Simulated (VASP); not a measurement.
A run of VASP 6.6.1 is set up as follows.

The input INCAR:

```
PREC = Accurate
ENCUT = 520
EDIFF = 1E-7
ISMEAR = 0
SIGMA = 0.1
LREAL = False
LASPH = True
NELM = 80
ALGO = Normal
ISIF = 2
LWAVE = False
LCHARG = True
GGA = PS
LELF = True
LVHAR = True
NBANDS = 21
ISYM = 0
```

Contents of KPOINTS:

```
regular mesh
0
Gamma
  9 7 16
```

The input POSCAR:

```
Ge
1.0
    3.8417168236      0.0000000208     -0.0001966285
    0.0000000295      5.4330079198      0.0011513578
    1.9207501882      2.7169521268      2.0631941169
Ge
2
Direct
    0.0000495413      0.4938282444     -0.0001031851
    0.4999504587      0.7561717556      0.0001031851
```

Potentials or basis: VASP PAW PBE potentials, release 64 (Ge_d).

The run is started by

```sh
$ cat potpaw_PBE.64/Ge_d/POTCAR > POTCAR
$ mpirun -np 1 vasp_std > vasp.out
```

Estimate the pressure.

4.5 GPa.

Estimate the band gap on the k mesh.

zero (bands 14 and 15 overlap by 0.40 eV).

Stress tensor (GPa, compression positive):
```
 7.89 -0.01  0.00
-0.01  5.82 -0.02
 0.00 -0.02 -0.07
```

Caveat: the stress differs along the axes, from -0 to 8 GPa; semilocal functionals underestimate gaps, and a narrow one can read as zero; the PAW data sets were made with another functional, which shifts forces and pressure a little.
